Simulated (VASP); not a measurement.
# BaTiO3 (R3m) in VASP: settings compared

Aim: see how the results for BaTiO3 move with the level of theory and the settings. Levels: LDA, PBEsol, PBE+D3(BJ). Tasks: single point.

Program: VASP 6.6.1. These are calculated values, not measurements. Logs are shortened: lines on timing, memory, paths and dates and some standing lists are left out, and cuts for length are marked.

## Step 1: The cell of the first run

Symmetry: R3m, No. 160, trigonal system. Conventional cell: a = 5.729 Å, b = 5.729 Å, c = 7.047 Å, α = 90.00°, β = 90.00°, γ = 120.00°. Ba (site symmetry 3m) has 12 O at 2.82 to 2.92 Å and 8 Ti at 3.41 to 3.63 Å within 3.7 Å. Ti (site symmetry 3m) has 6 O at 1.90 to 2.17 Å within 2.5 Å. Within 2.5 Å of O (site symmetry m) lie 2 Ti at 1.90 to 2.17 Å.

## Step 2: Single point, LDA (13.35 Å³/atom)

The input, INCAR:

```
SYSTEM = BaTiO3
ALGO = Normal ; EDIFF = 1E-6
ENCUT = 520 ; ISIF = 2
ISMEAR = -1 ; LASPH = .True.
LCHARG = .False. ; LREAL = .False.
LWAVE = .False. ; NBANDS = 28
NELM = 80 ; PREC = Accurate
SIGMA = 0.05
```

The input, KPOINTS:

```
k-points
0
Gamma
  7 7 7
  0 0 0
```

The input, POSCAR:

```
BaTiO3
1.0
    2.8645730673      1.6538620315      2.3489021694
   -2.8645730673      1.6538620315      2.3489021694
    0.0000000000     -3.3077240631      2.3489021694
Ba Ti O
1 1 3
Direct
    0.0000000000      0.0000000000      0.0000000000
    0.4845000000      0.4845000000      0.4845000000
    0.5086000000      0.0175000000      0.5086000000
    0.0175000000      0.5086000000      0.5086000000
    0.5086000000      0.5086000000      0.0175000000
```

Potentials or basis: VASP PAW LDA potentials, release 64 (Ba_sv, Ti_sv, O).

Run with:

```sh
> cat potpaw_LDA.64/Ba_sv/POTCAR potpaw_LDA.64/Ti_sv/POTCAR potpaw_LDA.64/O/POTCAR > POTCAR
> mpirun -np 1 vasp_std > vasp.out
```

OUTCAR:

```text
SYSTEM = BaTiO3
   EDIFF = 1E-6
   ENCUT = 520
   ISIF = 2
   ISMEAR = -1
   LASPH = .True.
   LREAL = .False.
   NELM = 80
   PREC = Accurate

 ion  position               nearest neighbor table
   1  0.000  0.000  0.000-   5 2.82   4 2.82   3 2.82   5 2.87   5 2.87   3 2.87   4 2.87   4 2.87
                             3 2.87   5 2.92   4 2.92   3 2.92   2 3.41   2 3.48   2 3.48   2 3.48
   2  0.484  0.484  0.484-   3 1.90   4 1.90   5 1.90   3 2.17   4 2.17   5 2.17   1 3.41   1 3.48
                             1 3.48   1 3.48   1 3.55   1 3.55   1 3.55   1 3.63
   3  0.509  0.017  0.509-   2 1.90   2 2.17   1 2.82   1 2.87   1 2.87   1 2.92
   4  0.017  0.509  0.509-   2 1.90   2 2.17   1 2.82   1 2.87   1 2.87   1 2.92
   5  0.509  0.509  0.017-   2 1.90   2 2.17   1 2.82   1 2.87   1 2.87   1 2.92

  LATTYP: Found a trigonal (rhomboedric) cell.
 ALAT       =     4.0568928848
 COS(alpha) =     0.0028448829

  Lattice vectors:

 A1 = (   2.8645730673,   1.6538620315,   2.3489021694)
 A2 = (  -2.8645730673,   1.6538620315,   2.3489021694)
 A3 = (   0.0000000000,  -3.3077240631,   2.3489021694)

Analysis of symmetry for initial positions (statically):
=====================================================================
 Subroutine PRICEL returns:
 Original cell was already a primitive cell.

 Routine SETGRP: Setting up the symmetry group for a
 trigonal (rhombohedral) supercell.

 Subroutine GETGRP returns: Found  6 space group operations
 (whereof  6 operations were pure point group operations)
 out of a pool of 12 trial point group operations.

The static configuration has the point symmetry C_3v.

Analysis of symmetry for dynamics (positions and initial velocities):
=====================================================================
 Subroutine PRICEL returns:
 Original cell was already a primitive cell.

 Routine SETGRP: Setting up the symmetry group for a
 trigonal (rhombohedral) supercell.

 Subroutine GETGRP returns: Found  6 space group operations
 (whereof  6 operations were pure point group operations)
 out of a pool of 12 trial point group operations.

The dynamic configuration has the point symmetry C_3v.

 Subroutine INISYM returns: Found  6 space group operations
 (whereof  6 operations are pure point group operations),
 and found     1 'primitive' translations

----------------------------------------------------------------------------------------
[... 99 lines left out ...]
   EDIFF  = 0.1E-05   stopping-criterion for ELM
   LREAL  =      F    real-space projection
   EDIFFG = 0.1E-04   stopping-criterion for IOM
   NSW    =      0    number of steps for IOM
   IBRION =     -1    ionic relax: 0-MD 1-quasi-New 2-CG
   NFREE  =      0    steps in history (QN), initial steepest desc. (CG)
   ISIF   =      2    stress and relaxation
   ISYM   =      2    0-nonsym 1-usesym 2-fastsym
   POTIM  = 0.5000    time-step for ionic-motion
   TEBEG  =    0.0;   TEEND  =   0.0 temperature during run
   PSTRESS=    0.0 pullay stress
   NELECT =      40.0000    total number of electrons
   NUPDOWN=      -1.0000    fix difference up-down
   EMIN   =  10.00;   EMAX   =-10.00  energy-range for DOS
   EFERMI =   0.00;   METHOD = LEGACY
   ISMEAR =    -1;   SIGMA  =   0.05  broadening in eV -4-tet -1-fermi 0-gaus
   EFERMI_NEDOS =   21; number of points for ismear=-14 and -15
   IALGO  =     38    algorithm
   IMIX   =      4    mixing-type and parameters
     AMIX     =   0.40;   BMIX     =  1.00
     AMIX_MAG =   1.60;   BMIX_MAG =  1.00
  volume/ion in A,a.u.               =      13.35        90.12
  Fermi-wavevector in a.u.,A,eV,Ry     =   1.380076  2.607966 25.913794  1.904610
  Thomas-Fermi vector in A             =   2.504987
   LORBIT       =      0    0 simple, 1 ext, 2 COOP (PROOUT), +10 PAW based schemes
   GGA     = CA    functional components
   LHFCALC =     F    Hartree Fock is set to
   AEXX    =    0.0000 exact exchange contribution
   IVDW    =     0    specifies the selected vdW correction
   LEPSILON=     F    determine dielectric tensor
   LRPA    =     F    only Hartree local field effects (RPA)
 non-spin polarized calculation
  energy-cutoff  :      520.00
  volume of cell :       66.77
 maximum number of plane-waves:      1819
 NGX is ok and might be reduce to    30
   NGX = 15   NGY = 15   NGZ = 15

 number of electron      40.0000013 magnetization

 Free energy of the ion-electron system (eV)
  ---------------------------------------------------
  ext. energy  EPLUGINS =         0.00000000
  ---------------------------------------------------
  free energy    TOTEN  =       -44.03002367 eV

  energy without entropy =      -44.03002367  energy(sigma->0) =      -44.03002367

 E-fermi :   4.2672     XC(G=0): -11.5161

 val. band max:        3.1006883002   @ k =   0.4286   0.4286   0.4286
 cond. band min:       5.3577438001   @ k =   0.0000   0.0000   0.0000
 fundamental gap:      2.2570554999
 Fermi energy:         4.2671580898

 k-point     1 :       0.0000    0.0000    0.0000
  band No.  band energies     occupation
      1     -52.5548      2.00000
      2     -29.1882      2.00000
      3     -29.1882      2.00000
      4     -29.1877      2.00000
      5     -21.5850      2.00000
      6     -13.2711      2.00000
[... 733 lines left out ...]
     27      11.2234      0.00000
     28      11.3732      0.00000

 [... further k-points ...]

------------------------ aborting loop because EDIFF is reached ----------------------------------------

  FORCE on cell =-STRESS in cart. coord.  units (eV):
  Direction    XX          YY          ZZ          XY          YZ          ZX
  --------------------------------------------------------------------------------------
  -------------------------------------------------------------------------------------
  Total       -4.1846490     -4.1846490     -4.0736295      0.0000000      0.0000000     -0.0000000
  in kB     -100.4139982   -100.4139982    -97.7499964      0.0000000      0.0000000     -0.0000000
  external PRESSURE =     -99.5259976 kB  Pullay stress =       0.0000000 kB

 VOLUME and BASIS-vectors are now :
 -----------------------------------------------------------------------------
  energy-cutoff  :      520.00
  volume of cell :       66.77
      direct lattice vectors                 reciprocal lattice vectors
     2.864573067  1.653862032  2.348902169     0.174546080  0.100774226  0.141910267
    -2.864573067  1.653862032  2.348902169    -0.174546080  0.100774226  0.141910267
     0.000000000 -3.307724063  2.348902169     0.000000000 -0.201548453  0.141910267

 POSITION                                       TOTAL-FORCE (eV/Angst)
 -----------------------------------------------------------------------------------
      0.00000      0.00000      0.00000         0.000000      0.000000     -0.153169
      0.00000     -0.00000      3.41413         0.000000      0.000000     -0.296047
      1.40679     -0.81221      2.43041        -0.177804      0.102655      0.149738
     -1.40679     -0.81221      2.43041         0.177804      0.102655      0.149738
      0.00000      1.62442      2.43041         0.000000     -0.205311      0.149738
 -----------------------------------------------------------------------------------
    total drift:                                0.000000     -0.000001     -0.001398

  FREE ENERGIE OF THE ION-ELECTRON SYSTEM (eV)
  ---------------------------------------------------
  free  energy   TOTEN  =       -44.0300236708 eV

  energy  without entropy=      -44.0300236708  energy(sigma->0) =      -44.03002367
```

stdout:

```text
POSCAR found type information on POSCAR BaTiO
 POSCAR found :  3 types and       5 ions
 scaLAPACK will be used
 LDA part: xc-table for (Slater(with rela. corr.)+CA(PZ))
 , standard interpolation
 POSCAR, INCAR and KPOINTS ok, starting setup
 FFT: planning ... GRIDC
 FFT: planning ... GRID_SOFT
 FFT: planning ... GRID
 WAVECAR not read
 entering main loop
```

Wall time 73 s (1 thread of Intel Xeon 8259CL, shared host); peak memory 0.21 GiB.

Results:

| Property | Result |
| --- | --- |
| Free energy | -44.0300 eV |
| Pressure | -10.0 GPa |
| Largest force | 0.296 eV/Å |
| Band gap on the k mesh | 2.26 eV (least direct gap 2.62 eV) |

Forces on the atoms (eV/Å):
```
Ba   0.000  0.000 -0.153
Ti   0.000  0.000 -0.296
O   -0.178  0.103  0.150
O    0.178  0.103  0.150
O    0.000 -0.205  0.150
```

Stress tensor (GPa, compression positive):
```
-10.04   0.00   0.00
  0.00 -10.04   0.00
  0.00   0.00  -9.77
```

Caveat: the cell stands under tension; spin-orbit coupling is left out, which moves the levels of the heavy elements; an odd mesh through Γ misses points on the zone boundary, where band edges can lie.

(Part 1 of 2 ends here.)
